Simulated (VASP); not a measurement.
# LiF (P6_3mc) in VASP: a series of runs

The runs below take LiF through single point, with PBE.

Program: VASP 6.6.1. These are calculated values, not measurements. Logs are shortened: lines on timing, memory, paths and dates and some standing lists are left out, and cuts for length are marked.

**1. The cell of the first run**

It takes space group P6_3mc (No. 186, hexagonal). Conventional cell: a = 3.187 Å, b = 3.187 Å, c = 5.471 Å, α = 90.00°, β = 90.00°, γ = 120.00°. Li (site symmetry 3m) has 4 F at 1.94 to 2.12 Å within 2.6 Å. F (site symmetry 3m) has 4 Li at 1.94 to 2.12 Å within 2.6 Å.

**2. Single point, PBE (volume 12.029 Å^3 an atom, c/a of the conventional cell 1.7166)**

INCAR reads:

```
PREC = Accurate ; ENCUT = 520
EDIFF = 1E-7 ; ISMEAR = 0
SIGMA = 0.05 ; LREAL = False
LASPH = True ; NELM = 60
ALGO = Normal ; ISIF = 2
LWAVE = False ; LCHARG = True
GGA = PE ; LELF = True
LVHAR = True ; NBANDS = 18
```

KPOINTS reads:

```
regular mesh
0
Gamma
  9 9 6
```

POSCAR reads:

```
LiF
1.0
    3.1868620077      0.0000000000      0.0000000000
   -1.5934310038      2.7599034571      0.0000000000
    0.0000000000      0.0000000000      5.4705673225
Li F
2 2
Direct
    0.3333333333      0.6666666667      0.3810713234
    0.6666666667      0.3333333333      0.8810713234
    0.3333333333      0.6666666667      0.9939266766
    0.6666666667      0.3333333333      0.4939266766
```

Potentials or basis: VASP PAW PBE potentials, release 64 (Li_sv, F).

The run is started by

```console
$ cat potpaw_PBE.64/Li_sv/POTCAR potpaw_PBE.64/F/POTCAR > POTCAR
$ mpirun -np 1 vasp_std > vasp.out
```

OUTCAR:

```text
PREC = Accurate
   ENCUT = 520
   EDIFF = 1E-7
   ISMEAR = 0
   LREAL = False
   LASPH = True
   NELM = 60
   ISIF = 2
   GGA = PE

 ion  position               nearest neighbor table
   1  0.333  0.667  0.381-   4 1.94   4 1.94   4 1.94   3 2.12
   2  0.667  0.333  0.881-   3 1.94   3 1.94   3 1.94   4 2.12
   3  0.333  0.667  0.994-   2 1.94   2 1.94   2 1.94   1 2.12
   4  0.667  0.333  0.494-   1 1.94   1 1.94   1 1.94   2 2.12

  LATTYP: Found a hexagonal cell.
 ALAT       =     3.1868620077
 C/A-ratio  =     1.7166000000

  Lattice vectors:

 A1 = (   3.1868620077,   0.0000000000,   0.0000000000)
 A2 = (  -1.5934310038,   2.7599034571,   0.0000000000)
 A3 = (   0.0000000000,   0.0000000000,   5.4705673225)

Analysis of symmetry for initial positions (statically):
=====================================================================
 Subroutine PRICEL returns:
 Original cell was already a primitive cell.

 Routine SETGRP: Setting up the symmetry group for a
 hexagonal supercell.

 Subroutine GETGRP returns: Found 12 space group operations
 (whereof  6 operations were pure point group operations)
 out of a pool of 24 trial point group operations.

The static configuration has the point symmetry C_3v.
 The point group associated with its full space group is C_6v.

Analysis of symmetry for dynamics (positions and initial velocities):
=====================================================================
 Subroutine PRICEL returns:
 Original cell was already a primitive cell.

 Routine SETGRP: Setting up the symmetry group for a
 hexagonal supercell.

 Subroutine GETGRP returns: Found 12 space group operations
 (whereof  6 operations were pure point group operations)
 out of a pool of 24 trial point group operations.

The dynamic configuration has the point symmetry C_3v.
 The point group associated with its full space group is C_6v.

 Subroutine INISYM returns: Found 12 space group operations
 (whereof  6 operations are pure point group operations),
 and found     1 'primitive' translations

----------------------------------------------------------------------------------------

                                     Primitive cell

  volume of cell :      48.1160

  direct lattice vectors                    reciprocal lattice vectors
     3.186862008  0.000000000  0.000000000     0.313788296  0.181165757  0.000000000
    -1.593431004  2.759903457  0.000000000     0.000000000  0.362331515  0.000000000
     0.000000000  0.000000000  5.470567322     0.000000000  0.000000000  0.182796398

  length of vectors
     3.186862008  3.186862008  5.470567322     0.362331515  0.362331515  0.182796398

  position of ions in fractional coordinates (direct lattice)
     0.333333333  0.666666667  0.381071323
     0.666666667  0.333333333  0.881071323
     0.333333333  0.666666667  0.993926677
     0.666666667  0.333333333  0.493926677

  ion indices of the primitive-cell ions
   primitive index   ion index
                 1           1
                 2           2
                 3           3
                 4           4

----------------------------------------------------------------------------------------

 KPOINTS: regular mesh

Automatic generation of k-mesh.
 Grid dimensions read from file:
 generate k-points for:    9    9    6

 Generating k-lattice:

  Cartesian coordinates                     Fractional coordinates (reciprocal lattice)
     0.034865366  0.020129529  0.000000000     0.111111111  0.000000000  0.000000000
     0.000000000  0.040259057  0.000000000     0.000000000  0.111111111  0.000000000
     0.000000000  0.000000000  0.030466066     0.000000000  0.000000000  0.166666667

  Length of vectors
     0.040259057  0.040259057  0.030466066

  Shift w.r.t. Gamma in fractional coordinates (k-lattice)
     0.000000000  0.000000000  0.000000000

 Subroutine IBZKPT returns following result:
 ===========================================

 Found     48 irreducible k-points:

 Following reciprocal coordinates:
            Coordinates               Weight
  0.000000  0.000000  0.000000      1.000000
  0.111111 -0.000000  0.000000      6.000000
  0.222222 -0.000000  0.000000      6.000000
  0.333333  0.000000  0.000000      6.000000
  0.444444 -0.000000  0.000000      6.000000
  0.111111  0.111111  0.000000      6.000000
[... 16 lines left out ...]
  0.333333  0.222222  0.166667     24.000000
  0.333333  0.333333  0.166667      4.000000
 [... further k-points ...]
   k-points           NKPTS =     48   k-points in BZ     NKDIM =     48   number of bands    NBANDS=     18
   number of dos      NEDOS =    301   number of ions     NIONS =      4
   total plane-waves  NPLWV =  24192
   dimension x,y,z NGX =    24 NGY =   24 NGZ =   42
   dimension x,y,z NGXF=    48 NGYF=   48 NGZF=   84
   ions per type =               2   2
   NGX,Y,Z   is equivalent  to a cutoff of  12.52, 12.52, 12.76 a.u.
   NGXF,Y,Z  is equivalent  to a cutoff of  25.04, 25.04, 25.53 a.u.
 SYSTEM =  unknown system
   PREC   = accura    normal or accurate (medium, high low for compatibility)
   ISTART =      0    job   : 0-new  1-cont  2-samecut
   ICHARG =      2    charge: 1-file 2-atom 10-const
   ISPIN  =      1    spin polarized calculation?
   LNONCOLLINEAR =      F non collinear calculations
   LSORBIT =      F    spin-orbit coupling
   LASPH  =      T    aspherical Exc in radial PAW
   ENCUT  =  520.0 eV  38.22 Ry    6.18 a.u.   5.93  5.93 10.17*2*pi/ulx,y,z
   NELM   =     60;   NELMIN=  2; NELMDL= -5     # of ELM steps
   EDIFF  = 0.1E-06   stopping-criterion for ELM
   LREAL  =      F    real-space projection
   EDIFFG = 0.1E-05   stopping-criterion for IOM
   NSW    =      0    number of steps for IOM
   IBRION =     -1    ionic relax: 0-MD 1-quasi-New 2-CG
   NFREE  =      0    steps in history (QN), initial steepest desc. (CG)
   ISIF   =      2    stress and relaxation
   ISYM   =      2    0-nonsym 1-usesym 2-fastsym
   POTIM  = 0.5000    time-step for ionic-motion
   TEBEG  =    0.0;   TEEND  =   0.0 temperature during run
   PSTRESS=    0.0 pullay stress
   NELECT =      20.0000    total number of electrons
   NUPDOWN=      -1.0000    fix difference up-down
   EMIN   =  10.00;   EMAX   =-10.00  energy-range for DOS
   EFERMI =   0.00;   METHOD = LEGACY
   ISMEAR =     0;   SIGMA  =   0.05  broadening in eV -4-tet -1-fermi 0-gaus
   EFERMI_NEDOS =   21; number of points for ismear=-14 and -15
   IALGO  =     38    algorithm
   IMIX   =      4    mixing-type and parameters
     AMIX     =   0.40;   BMIX     =  1.00
     AMIX_MAG =   1.60;   BMIX_MAG =  1.00
  volume/ion in A,a.u.               =      12.03        81.18
  Fermi-wavevector in a.u.,A,eV,Ry     =   1.221767  2.308804 20.309609  1.492714
  Thomas-Fermi vector in A             =   2.356937
   LORBIT       =      0    0 simple, 1 ext, 2 COOP (PROOUT), +10 PAW based schemes
   GGA     = PE    functional components
   LHFCALC =     F    Hartree Fock is set to
   AEXX    =    0.0000 exact exchange contribution
   IVDW    =     0    specifies the selected vdW correction
   LEPSILON=     F    determine dielectric tensor
   LRPA    =     F    only Hartree local field effects (RPA)
 non-spin polarized calculation
 Gauss-broadening in eV      SIGMA  =   0.05
  energy-cutoff  :      520.00
  volume of cell :       48.12
 maximum number of plane-waves:      1312
 NGX is ok and might be reduce to    24
   NGX = 11   NGY = 11   NGZ = 21

 number of electron      20.0000020 magnetization

 Free energy of the ion-electron system (eV)
  ---------------------------------------------------
  ext. energy  EPLUGINS =         0.00000000
  ---------------------------------------------------
  free energy    TOTEN  =       -19.14046558 eV

  energy without entropy =      -19.14046558  energy(sigma->0) =      -19.14046558

 E-fermi :  -2.9613     XC(G=0):  -8.0115

 val. band max:       -3.3293941566   @ k =   0.0000   0.0000   0.0000
 cond. band min:       3.6112142193   @ k =   0.0000   0.0000   0.0000
 fundamental gap:      6.9406083759
 Fermi energy:        -2.9612505905

 k-point     1 :       0.0000    0.0000    0.0000
  band No.  band energies     occupation
      1     -44.2554      2.00000
      2     -44.2434      2.00000
      3     -22.3931      2.00000
      4     -22.2725      2.00000
      5      -4.8741      2.00000
      6      -3.4921      2.00000
[... 10 lines left out ...]
     17      15.2044      0.00000
     18      15.2044      0.00000

 k-point     2 :       0.1111   -0.0000    0.0000
  band No.  band energies     occupation
      1     -44.2536      2.00000
      2     -44.2422      2.00000
      3     -22.3799      2.00000
      4     -22.2658      2.00000
      5      -4.8169      2.00000
      6      -3.6217      2.00000
[... 10 lines left out ...]
     17      15.1912      0.00000
     18      15.3246      0.00000

 k-point     3 :       0.2222   -0.0000    0.0000
  band No.  band energies     occupation
      1     -44.2487      2.00000
      2     -44.2394      2.00000
      3     -22.3448      2.00000
      4     -22.2498      2.00000
      5      -4.6712      2.00000
      6      -3.9719      2.00000
[... 10 lines left out ...]
     17      15.1421      0.00000
     18      15.2738      0.00000

 k-point     4 :       0.3333    0.0000    0.0000
  band No.  band energies     occupation
      1     -44.2431      2.00000
      2     -44.2363      2.00000
      3     -22.3019      2.00000
      4     -22.2343      2.00000
      5      -4.6102      2.00000
      6      -4.2400      2.00000
[... 375 lines left out ...]
      4     -22.2322      2.00000
      5      -4.5243      2.00000
      6      -4.4284      2.00000
[... 10 lines left out ...]
     17      14.2667      0.00000
     18      15.8125      0.00000

 k-point    23 :       0.3333    0.2222    0.1667
  band No.  band energies     occupation
      1     -44.2368      2.00000
      2     -44.2345      2.00000
      3     -22.2510      2.00000
      4     -22.2290      2.00000
      5      -4.7026      2.00000
      6      -4.3343      2.00000
[... 10 lines left out ...]
     17      13.8697      0.00000
     18      15.4307      0.00000

 k-point    24 :       0.3333    0.3333    0.1667
  band No.  band energies     occupation
      1     -44.2349      2.00000
      2     -44.2349      2.00000
      3     -22.2347      2.00000
      4     -22.2347      2.00000
      5      -4.7199      2.00000
      6      -4.2044      2.00000
[... 10 lines left out ...]
     17      13.6301      0.00000
     18      15.6376      0.00000

 [... further k-points ...]
[... 5 lines left out ...]
  --------------------------------------------------------------------------------------
  -------------------------------------------------------------------------------------
  Total       -1.2569769     -1.2569769     -2.3915529     -0.0000000      0.0000000      0.0000000
  in kB      -41.8550972    -41.8550972    -79.6344630     -0.0000000      0.0000000      0.0000000
  external PRESSURE =     -54.4482191 kB  Pullay stress =       0.0000000 kB

 VOLUME and BASIS-vectors are now :
 -----------------------------------------------------------------------------
  energy-cutoff  :      520.00
  volume of cell :       48.12
      direct lattice vectors                 reciprocal lattice vectors
     3.186862008  0.000000000  0.000000000     0.313788296  0.181165757  0.000000000
    -1.593431004  2.759903457  0.000000000     0.000000000  0.362331515  0.000000000
     0.000000000  0.000000000  5.470567322     0.000000000  0.000000000  0.182796398

 POSITION                                       TOTAL-FORCE (eV/Angst)
 -----------------------------------------------------------------------------------
     -0.00000      1.83994      2.08468         0.000000      0.000000     -0.048510
      1.59343      0.91997      4.81996        -0.000000     -0.000000     -0.048510
     -0.00000      1.83994      5.43734        -0.000000      0.000000      0.048510
      1.59343      0.91997      2.70206         0.000000      0.000000      0.048510
 -----------------------------------------------------------------------------------
    total drift:                                0.000001      0.000002      0.000347

  FREE ENERGIE OF THE ION-ELECTRON SYSTEM (eV)
  ---------------------------------------------------
  free  energy   TOTEN  =       -19.1404655818 eV

  energy  without entropy=      -19.1404655818  energy(sigma->0) =      -19.14046558
```

Wall time 54 s (1 thread of Intel Xeon Platinum 8124M at 3.00GHz (Skylake/Cascade Lake), shared host); peak memory 0.17 GiB.

What came out:

```
Free energy            : -19.1405 eV
Largest force          : 0.049 eV/Å
Band gap on the k mesh : 6.94 eV, direct
```

Forces in eV/Å, atoms in the order of the input:
```
Li   0.000  0.000 -0.049
Li   0.000  0.000 -0.049
F    0.000  0.000  0.049
F    0.000  0.000  0.049
```

Caveat: the cutoff is under 1.25 times the usual one of these potentials, so pressure, stress and relaxed cells hold a basis-set (Pulay) error. A k mesh can miss the band edges.

**3. Single point, PBE (volume 12.029 Å^3 an atom, c/a of the conventional cell 1.4325)**

INCAR reads:

```
PREC = Accurate
ENCUT = 520
EDIFF = 1E-6
ISMEAR = 0
SIGMA = 0.05
LREAL = F
LASPH = T
NELM = 60
ALGO = Normal
ISIF = 2
LWAVE = F
LCHARG = F
GGA = PE
NBANDS = 18
```

KPOINTS is that of step 2.

POSCAR reads:

```
LiF
1.0
    3.3849694332      0.0000000000      0.0000000000
   -1.6924847166      2.9314695202      0.0000000000
    0.0000000000      0.0000000000      4.8489687131
Li F
2 2
Direct
    0.3333333333      0.6666666667      0.3810713234
    0.6666666667      0.3333333333      0.8810713234
    0.3333333333      0.6666666667      0.9939266766
    0.6666666667      0.3333333333      0.4939266766
```

Potentials or basis: VASP PAW PBE potentials, release 64 (Li_sv, F).

The run is started by

```console
$ cat potpaw_PBE.64/Li_sv/POTCAR potpaw_PBE.64/F/POTCAR > POTCAR
$ mpirun -np 1 vasp_std > vasp.out
```

OUTCAR:

```text
PREC = Accurate
   ENCUT = 520
   EDIFF = 1E-6
   ISMEAR = 0
   LREAL = F
   LASPH = T
   NELM = 60
   ISIF = 2
   GGA = PE

 ion  position               nearest neighbor table
   1  0.333  0.667  0.381-   3 1.88   4 2.03   4 2.03   4 2.03
   2  0.667  0.333  0.881-   4 1.88   3 2.03   3 2.03   3 2.03
   3  0.333  0.667  0.994-   1 1.88   2 2.03   2 2.03   2 2.03
   4  0.667  0.333  0.494-   2 1.88   1 2.03   1 2.03   1 2.03

  LATTYP: Found a hexagonal cell.
 ALAT       =     3.3849694332
 C/A-ratio  =     1.4325000000

  Lattice vectors:

 A1 = (   3.3849694332,   0.0000000000,   0.0000000000)
 A2 = (  -1.6924847166,   2.9314695202,   0.0000000000)
 A3 = (   0.0000000000,   0.0000000000,   4.8489687131)

Analysis of symmetry for initial positions (statically):
=====================================================================
 Subroutine PRICEL returns:
 Original cell was already a primitive cell.

 Routine SETGRP: Setting up the symmetry group for a
 hexagonal supercell.
[... 168 lines left out ...]
  ext. energy  EPLUGINS =         0.00000000
  ---------------------------------------------------
  free energy    TOTEN  =       -19.12574963 eV

  energy without entropy =      -19.12574963  energy(sigma->0) =      -19.12574963

 E-fermi :  -2.9408     XC(G=0):  -8.0120

 val. band max:       -3.1988538387   @ k =   0.0000   0.0000   0.0000
 cond. band min:       3.6211793323   @ k =   0.0000   0.0000   0.0000
 fundamental gap:      6.8200331710
 Fermi energy:        -2.9408173036

 k-point     1 :       0.0000    0.0000    0.0000
  band No.  band energies     occupation
      1     -44.2815      2.00000
      2     -44.2587      2.00000
      3     -22.3905      2.00000
      4     -22.1845      2.00000
      5      -4.9084      2.00000
      6      -3.7035      2.00000
[... 481 lines left out ...]
      5      -4.7333      2.00000
      6      -4.2290      2.00000
[... 10 lines left out ...]
     17      14.0315      0.00000
     18      15.4691      0.00000

 [... further k-points ...]
[... 5 lines left out ...]
  --------------------------------------------------------------------------------------
  -------------------------------------------------------------------------------------
  Total       -2.1840734     -2.1840734     -0.7357212      0.0000000      0.0000000      0.0000000
  in kB      -72.7257651    -72.7257651    -24.4982086      0.0000000      0.0000000      0.0000000
  external PRESSURE =     -56.6499129 kB  Pullay stress =       0.0000000 kB

 VOLUME and BASIS-vectors are now :
 -----------------------------------------------------------------------------
  energy-cutoff  :      520.00
  volume of cell :       48.12
      direct lattice vectors                 reciprocal lattice vectors
     3.384969433  0.000000000  0.000000000     0.295423643  0.170562920  0.000000000
    -1.692484717  2.931469520  0.000000000     0.000000000  0.341125839  0.000000000
     0.000000000  0.000000000  4.848968713     0.000000000  0.000000000  0.206229419

 POSITION                                       TOTAL-FORCE (eV/Angst)
 -----------------------------------------------------------------------------------
     -0.00000      1.95431      1.84780        -0.000000      0.000000      0.158211
      1.69248      0.97716      4.27229         0.000000     -0.000000      0.158211
     -0.00000      1.95431      4.81952        -0.000000      0.000000     -0.158211
      1.69248      0.97716      2.39504         0.000000     -0.000000     -0.158211
 -----------------------------------------------------------------------------------
    total drift:                                0.000000     -0.000000     -0.006633

  FREE ENERGIE OF THE ION-ELECTRON SYSTEM (eV)
  ---------------------------------------------------
  free  energy   TOTEN  =       -19.1257496304 eV

  energy  without entropy=      -19.1257496304  energy(sigma->0) =      -19.12574963
```

OSZICAR:

```text
N       E                     dE             d eps       ncg     rms          rms(c)
DAV:   1     0.125382592157E+03    0.12538E+03   -0.10468E+04  1728   0.117E+03
DAV:   2    -0.928232787575E+01   -0.13466E+03   -0.13088E+03  1954   0.290E+02
DAV:   3    -0.205269497886E+02   -0.11245E+02   -0.11186E+02  3274   0.642E+01
DAV:   4    -0.206274478688E+02   -0.10050E+00   -0.10023E+00  2132   0.752E+00
DAV:   5    -0.206287980347E+02   -0.13502E-02   -0.13495E-02  2232   0.747E-01    0.744E+00
DAV:   6    -0.190697035438E+02    0.15591E+01   -0.45841E+00  1820   0.154E+01    0.251E+00
DAV:   7    -0.190857964008E+02   -0.16093E-01   -0.11777E-01  1958   0.233E+00    0.155E+00
DAV:   8    -0.191243349145E+02   -0.38539E-01   -0.72197E-02  1874   0.258E+00    0.364E-01
DAV:   9    -0.191240573291E+02    0.27759E-03   -0.72452E-03  2440   0.700E-01    0.114E-01
DAV:  10    -0.191257732856E+02   -0.17160E-02   -0.22086E-03  1862   0.307E-01    0.667E-02
DAV:  11    -0.191257417780E+02    0.31508E-04   -0.11354E-04  2298   0.930E-02    0.108E-02
DAV:  12    -0.191257503685E+02   -0.85904E-05   -0.11360E-05  1894   0.247E-02    0.530E-03
DAV:  13    -0.191257496304E+02    0.73807E-06   -0.11737E-06  1970   0.835E-03
   1 F= -.19125750E+02 E0= -.19125750E+02  d E =-.158945E-15
```

Run time: 43 s. Hardware: 1 thread of Intel Xeon Platinum 8124M at 3.00GHz (Skylake/Cascade Lake), shared host; peak memory 0.18 GiB.

What came out:

```yaml
Free_energy: -19.1257 eV
Largest_force: 0.158 eV/Å
Band_gap_on_the_k_mesh: 6.82 eV, direct
```

Forces in eV/Å, atoms in the order of the input:
```
Li   0.000  0.000  0.158
Li   0.000  0.000  0.158
F    0.000  0.000 -0.158
F    0.000  0.000 -0.158
```

Levels at points of the mesh, in eV from the valence-band top:
```csv
k point,band 7,band 8,band 9,band 10,band 11,band 12,band 13,band 14
"(0.00, 0.00, 0.00)",-0.50,-0.16,-0.16,0.00,6.82,11.32,13.96,16.44
"(0.00, 0.00, 0.50)",-0.33,-0.33,-0.33,-0.33,8.50,8.50,16.63,16.63
```

Caveat: the cutoff is under 1.25 times the usual one of these potentials, so pressure, stress and relaxed cells hold a basis-set (Pulay) error. A k mesh can miss the band edges.

(Continued in part 2 of 3.)
